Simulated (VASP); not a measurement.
# CuRu2 (Fd-3m) in VASP: a series of runs, part 2 of 2

VASP 6.6.1.

## (5) Single point, PBE

This run uses another cell than the first one, of 14.91 Å³/atom.

INCAR

```
SYSTEM = CuRu2
PREC = Accurate
ENCUT = 520
EDIFF = 1E-6
ISMEAR = 0
SIGMA = 0.1
LREAL = .FALSE.
LASPH = .TRUE.
NELM = 100
ALGO = Fast
ISIF = 2
LWAVE = .FALSE.
LCHARG = .FALSE.
GGA = PE
NBANDS = 48
```

KPOINTS

```
Automatic mesh
0
G
  10 10 10
  0 0 0
```

POSCAR

```
CuRu2
1.0
    0.0000000000      3.5497144112      3.5497144112
    3.5497144112      0.0000000000      3.5497144112
    3.5497144112      3.5497144112      0.0000000000
Cu Ru
2 4
Direct
    0.0000000000      0.0000000000      0.0000000000
    0.2500000000      0.2500000000      0.2500000000
    0.6250000000      0.6250000000      0.6250000000
    0.1250000000      0.6250000000      0.6250000000
    0.6250000000      0.1250000000      0.6250000000
    0.6250000000      0.6250000000      0.1250000000
```

Potentials or basis: VASP PAW PBE potentials, release 64 (Cu, Ru_pv).

Command:

```
$ cat potpaw_PBE.64/Cu/POTCAR potpaw_PBE.64/Ru_pv/POTCAR > POTCAR
$ mpirun -np 1 vasp_std > vasp.out
```

OUTCAR:

```text
SYSTEM = CuRu2
   PREC = Accurate
   ENCUT = 520
   EDIFF = 1E-6
   ISMEAR = 0
   LREAL = .FALSE.
   LASPH = .TRUE.
   NELM = 100
   ISIF = 2
   GGA = PE

 ion  position               nearest neighbor table
   1  0.000  0.000  0.000-   3 2.94   5 2.94   6 2.94   3 2.94   4 2.94   6 2.94   3 2.94   4 2.94
                             5 2.94   4 2.94   5 2.94   6 2.94
   2  0.250  0.250  0.250-   4 2.94   5 2.94   6 2.94   3 2.94   4 2.94   5 2.94   3 2.94   4 2.94
                             6 2.94   3 2.94   5 2.94   6 2.94
   3  0.625  0.625  0.625-   4 2.51   5 2.51   6 2.51   6 2.51   5 2.51   4 2.51   1 2.94   2 2.94
                             1 2.94   2 2.94   1 2.94   2 2.94
   4  0.125  0.625  0.625-   3 2.51   6 2.51   5 2.51   3 2.51   5 2.51   6 2.51   2 2.94   1 2.94
                             1 2.94   2 2.94   2 2.94   1 2.94
   5  0.625  0.125  0.625-   3 2.51   6 2.51   3 2.51   4 2.51   6 2.51   4 2.51   2 2.94   1 2.94
                             2 2.94   2 2.94   1 2.94   1 2.94
   6  0.625  0.625  0.125-   3 2.51   3 2.51   4 2.51   5 2.51   5 2.51   4 2.51   1 2.94   2 2.94
                             1 2.94   2 2.94   1 2.94   2 2.94

  LATTYP: Found a face centered cubic cell.
 ALAT       =     7.0994288224

  Lattice vectors:

 A1 = (   0.0000000000,   3.5497144112,   3.5497144112)
 A2 = (   3.5497144112,   0.0000000000,   3.5497144112)
 A3 = (   3.5497144112,   3.5497144112,   0.0000000000)

Analysis of symmetry for initial positions (statically):
=====================================================================
 Subroutine PRICEL returns:
 Original cell was already a primitive cell.

 Routine SETGRP: Setting up the symmetry group for a
 face centered cubic supercell.

 Subroutine GETGRP returns: Found 48 space group operations
 (whereof 24 operations were pure point group operations)
 out of a pool of 48 trial point group operations.

The static configuration has the point symmetry T_d .
 The point group associated with its full space group is O_h .

[... 144 lines left out ...]
  Thomas-Fermi vector in A             =   2.666687
   LORBIT       =      0    0 simple, 1 ext, 2 COOP (PROOUT), +10 PAW based schemes
   GGA     = PE    functional components
   LHFCALC =     F    Hartree Fock is set to
   AEXX    =    0.0000 exact exchange contribution
   IVDW    =     0    specifies the selected vdW correction
   LEPSILON=     F    determine dielectric tensor
   LRPA    =     F    only Hartree local field effects (RPA)
 non-spin polarized calculation
 RMM-DIIS sequential band-by-band and
 Gauss-broadening in eV      SIGMA  =   0.10
  energy-cutoff  :      520.00
  volume of cell :       89.46
 maximum number of plane-waves:      2450
 NGX is ok and might be reduce to    40
   NGX = 19   NGY = 19   NGZ = 19

 number of electron      78.0000024 magnetization

 Free energy of the ion-electron system (eV)
  ---------------------------------------------------
  ext. energy  EPLUGINS =         0.00000000
  ---------------------------------------------------
  free energy    TOTEN  =       -39.89927733 eV

  energy without entropy =      -39.84747297  energy(sigma->0) =      -39.87337515

 E-fermi :   9.2329     XC(G=0): -12.7715

 val. band max:        9.2324414767   @ k =   0.1000   0.1000   0.0000
 cond. band min:       9.2332600420   @ k =   0.4000   0.2000   0.1000
 fundamental gap:      0.0008185653
 Fermi energy:         9.2329256406

 k-point     1 :       0.0000    0.0000    0.0000
  band No.  band energies     occupation
      1     -35.0698      2.00000
      2     -34.1087      2.00000
      3     -34.1087      2.00000
      4     -34.1087      2.00000
      5     -33.7606      2.00000
      6     -33.7606      2.00000
[... 1213 lines left out ...]
     47      13.0004      0.00000
     48      13.5858      0.00000

 [... further k-points ...]

------------------------ aborting loop because EDIFF is reached ----------------------------------------

  FORCE on cell =-STRESS in cart. coord.  units (eV):
  Direction    XX          YY          ZZ          XY          YZ          ZX
  --------------------------------------------------------------------------------------
  -------------------------------------------------------------------------------------
  Total        0.0738243      0.0738243      0.0738243      0.0000000      0.0000000      0.0000000
  in kB        1.3222079      1.3222079      1.3222079      0.0000000      0.0000000      0.0000000
  external PRESSURE =       1.3222079 kB  Pullay stress =       0.0000000 kB

 VOLUME and BASIS-vectors are now :
 -----------------------------------------------------------------------------
  energy-cutoff  :      520.00
  volume of cell :       89.46
      direct lattice vectors                 reciprocal lattice vectors
     0.000000000  3.549714411  3.549714411    -0.140856402  0.140856402  0.140856402
     3.549714411  0.000000000  3.549714411     0.140856402 -0.140856402  0.140856402
     3.549714411  3.549714411  0.000000000     0.140856402  0.140856402 -0.140856402

 POSITION                                       TOTAL-FORCE (eV/Angst)
 -----------------------------------------------------------------------------------
      0.00000      0.00000      0.00000        -0.000000     -0.000000     -0.000000
      1.77486      1.77486      1.77486         0.000000      0.000000      0.000000
      4.43714      4.43714      4.43714        -0.000000     -0.000000     -0.000000
      4.43714      2.66229      2.66229        -0.000000     -0.000000     -0.000000
      2.66229      4.43714      2.66229        -0.000000     -0.000000     -0.000000
      2.66229      2.66229      4.43714        -0.000000     -0.000000     -0.000000
 -----------------------------------------------------------------------------------
    total drift:                                0.000000      0.000000      0.000000

  FREE ENERGIE OF THE ION-ELECTRON SYSTEM (eV)
  ---------------------------------------------------
  free  energy   TOTEN  =       -39.8992773275 eV

  energy  without entropy=      -39.8474729689  energy(sigma->0) =      -39.87337515
```

OSZICAR:

```text
N       E                     dE             d eps       ncg     rms          rms(c)
DAV:   1     0.102480219321E+04    0.10248E+04   -0.41807E+04  4928   0.220E+03
DAV:   2     0.351193646332E+02   -0.98968E+03   -0.95186E+03  4760   0.590E+02
DAV:   3    -0.417923184844E+02   -0.76912E+02   -0.67442E+02  5368   0.176E+02
DAV:   4    -0.449947066532E+02   -0.32024E+01   -0.31531E+01  6256   0.394E+01
[... 15 lines left out ...]
RMM:  20    -0.398993132461E+02    0.50645E-04   -0.32807E-05  5508   0.326E-02    0.516E-02
RMM:  21    -0.398993011921E+02    0.12054E-04   -0.75725E-06  4383   0.131E-02    0.428E-02
RMM:  22    -0.398992840228E+02    0.17169E-04   -0.13012E-05  5097   0.208E-02    0.232E-02
RMM:  23    -0.398992778737E+02    0.61491E-05   -0.86591E-06  4577   0.168E-02    0.840E-03
RMM:  24    -0.398992773275E+02    0.54616E-06   -0.23529E-06  2963   0.850E-03
   1 F= -.39899277E+02 E0= -.39873375E+02  d E =-.518044E-01
```

stdout:

```text
POSCAR found type information on POSCAR CuRu
 POSCAR found :  2 types and       6 ions
 scaLAPACK will be used
 LDA part: xc-table for (Slater+PW92), standard interpolation
 POSCAR, INCAR and KPOINTS ok, starting setup
 FFT: planning ... GRIDC
 FFT: planning ... GRID_SOFT
 FFT: planning ... GRID
 WAVECAR not read
 entering main loop
```

It took 5.2 min on 1 thread of Intel Xeon 6975P-C (Granite Rapids), shared host; peak memory 0.34 GiB.

What came out:

```
Free energy            : -39.8993 eV
Pressure               : 0.1 GPa
Band gap on the k mesh : zero (bands 39 and 40 overlap by 1.52 eV)
```

## (6) Relaxation of cell and atoms, PBE

This run uses another cell than the first one, of 14.85 Å³/atom.

INCAR

```
SYSTEM = CuRu2
PREC     = Accurate       ! precision mode
ENCUT    = 600            ! plane-wave cutoff, eV
EDIFF    = 1E-7           ! SCF threshold, eV
ISMEAR   = 0              ! smearing method
SIGMA    = 0.1            ! smearing width, eV
LREAL    = .False.        ! projectors in reciprocal space
LASPH    = .True.         ! aspherical terms in the spheres
NELM     = 100            ! most SCF steps
ALGO     = Fast           ! electronic algorithm
ISIF     = 3              ! what is computed and relaxed
LWAVE    = .False.        ! write WAVECAR
LCHARG   = .False.        ! write CHGCAR
GGA      = PE             ! functional
IBRION   = 2              ! ionic algorithm
NSW      = 100            ! ionic steps
EDIFFG   = -0.01          ! ionic threshold
```

KPOINTS

```
Automatic mesh
0
Gamma
  10 10 10
  0 0 0
```

POSCAR, as its differences from that of step 5:

```diff
@@ -2,5 +2,5 @@
 1.0
-    0.0000000000      3.5497144112      3.5497144112
-    3.5497144112      0.0000000000      3.5497144112
-    3.5497144112      3.5497144112      0.0000000000
+    0.0000000000      3.5451466228      3.5451466228
+    3.5451466228      0.0000000000      3.5451466228
+    3.5451466228      3.5451466228      0.0000000000
 Cu Ru
```

Potentials or basis: VASP PAW PBE potentials, release 64 (Cu, Ru_pv).

Command:

```
$ cat potpaw_PBE.64/Cu/POTCAR potpaw_PBE.64/Ru_pv/POTCAR > POTCAR
$ mpirun -np 1 vasp_std > vasp.out
```

OUTCAR:

```text
SYSTEM = CuRu2
   PREC = Accurate
   ENCUT = 600
   EDIFF = 1E-7
   ISMEAR = 0
   LREAL = .False.
   LASPH = .True.
   NELM = 100
   ISIF = 3
   GGA = PE
   IBRION = 2
   NSW = 100
   EDIFFG = -0.01

 ion  position               nearest neighbor table
   1  0.000  0.000  0.000-   3 2.94   3 2.94   3 2.94   4 2.94   5 2.94   6 2.94   6 2.94   4 2.94
                             5 2.94   5 2.94   4 2.94   6 2.94
   2  0.250  0.250  0.250-   4 2.94   5 2.94   6 2.94   3 2.94   3 2.94   3 2.94   4 2.94   4 2.94
                             6 2.94   5 2.94   5 2.94   6 2.94
   3  0.625  0.625  0.625-   4 2.51   5 2.51   6 2.51   6 2.51   5 2.51   4 2.51   1 2.94   2 2.94
                             1 2.94   2 2.94   1 2.94   2 2.94
   4  0.125  0.625  0.625-   3 2.51   6 2.51   5 2.51   3 2.51   5 2.51   6 2.51   1 2.94   2 2.94
                             2 2.94   1 2.94   2 2.94   1 2.94
   5  0.625  0.125  0.625-   3 2.51   6 2.51   3 2.51   4 2.51   6 2.51   4 2.51   1 2.94   2 2.94
                             1 2.94   2 2.94   1 2.94   2 2.94
[... 291 lines left out ...]
 cond. band min:       9.2232485843   @ k =   0.4000   0.2000   0.1000
 fundamental gap:      0.0007479419
 Fermi energy:         9.2229315931

 k-point     1 :       0.0000    0.0000    0.0000
  band No.  band energies     occupation
      1     -35.0760      2.00000
      2     -34.1167      2.00000
      3     -34.1167      2.00000
      4     -34.1167      2.00000
      5     -33.7691      2.00000
      6     -33.7691      2.00000
[... 1165 lines left out ...]
     45      11.5092      0.00000
     46      11.9826      0.00000

 [... further k-points ...]

------------------------ aborting loop because EDIFF is reached ----------------------------------------

  FORCE on cell =-STRESS in cart. coord.  units (eV):
  Direction    XX          YY          ZZ          XY          YZ          ZX
  --------------------------------------------------------------------------------------
  -------------------------------------------------------------------------------------
  Total        0.0193109      0.0193109      0.0193109      0.0000000      0.0000000      0.0000000
  in kB        0.3456297      0.3456297      0.3456297      0.0000000      0.0000000      0.0000000
  external PRESSURE =       0.3456297 kB  Pullay stress =       0.0000000 kB
[... 21 lines left out ...]
  FREE ENERGIE OF THE ION-ELECTRON SYSTEM (eV)
  ---------------------------------------------------
  free  energy   TOTEN  =       -39.8984678619 eV

  energy  without entropy=      -39.8466100911  energy(sigma->0) =      -39.87253898

 reached required accuracy - stopping structural energy minimisation
```

It took 8.9 min on 1 thread of Intel Xeon 6975P-C (Granite Rapids), shared host; peak memory 0.37 GiB.

What came out:

| Quantity | Value |
| --- | --- |
| Free energy | -39.8985 eV |
| Relaxed volume | 14.92 Å³/atom |
| Relaxed cell | a = 5.021 Å, b = 5.021 Å, c = 5.021 Å, α = 60.00°, β = 60.00°, γ = 60.00° |
| Space group after relaxing (to 0.1 Å) | Fd-3m (No. 227) |
| Energy gained by relaxing | 0.2 meV/atom |
| Ionic steps | 3 |
| Pressure after relaxing | 0.0 GPa |
| Band gap on the k mesh | zero (bands 39 and 40 overlap by 1.51 eV) |

Step by step:
| step | energy change (eV) | largest force (eV/Å) | pressure (GPa) | volume (Å³) |
| --- | --- | --- | --- | --- |
| 1 | 0.0000 | 0.0000 | 0.96 | 89.11 |
| 2 | 0.0025 | 0.0000 | -1.54 | 90.26 |
| 3 | -0.0012 | 0.0000 | 0.03 | 89.52 |

Final structure:
```cif
data_structure
_symmetry_space_group_name_H-M 'P 1'
_symmetry_Int_Tables_number 1
_cell_length_a 5.0212
_cell_length_b 5.0212
_cell_length_c 5.0212
_cell_angle_alpha 60.000
_cell_angle_beta 60.000
_cell_angle_gamma 60.000
_cell_volume 89.52
loop_
_atom_site_label
_atom_site_type_symbol
_atom_site_fract_x
_atom_site_fract_y
_atom_site_fract_z
_atom_site_occupancy
Cu1 Cu 0.00000 0.00000 0.00000 1
Cu2 Cu 0.25000 0.25000 0.25000 1
Ru1 Ru 0.62500 0.62500 0.62500 1
Ru2 Ru 0.12500 0.62500 0.62500 1
Ru3 Ru 0.62500 0.12500 0.62500 1
Ru4 Ru 0.62500 0.62500 0.12500 1
```

## (7) Summary

```csv
task,cell,k mesh,cutoff (eV),gap on the mesh (eV),pressure (GPa),relaxed volume (Å³/atom)
single point,"a = 4.839 Å, angles 60.0°, 6 atoms",4 × 4 × 4,520,none,27.4,-
single point,"a = 5.014 Å, angles 60.0°, 6 atoms",4 × 4 × 4,520,none,0.3,-
relaxation of cell and atoms,"relaxed from a = 4.839 Å, angles 60.0°, 6 atoms",4 × 4 × 4,600,none,-0.3,14.89
single point,"a = 5.020 Å, angles 60.0°, 6 atoms",10 × 10 × 10,520,none,0.1,-
relaxation of cell and atoms,"relaxed from a = 5.014 Å, angles 60.0°, 6 atoms",10 × 10 × 10,600,none,0.0,14.92
```

Alike in all rows: level PBE; potentials or basis VASP PAW PBE potentials, release 64 (Cu, Ru_pv); no spin polarisation; smearing gaussian 0.1 eV.

Caveats: some runs use coarse meshes.

Absolute energies hang on the potentials; compare differences alone.

The gap in the log of VASP goes by the Fermi energy; the results here count the filled bands.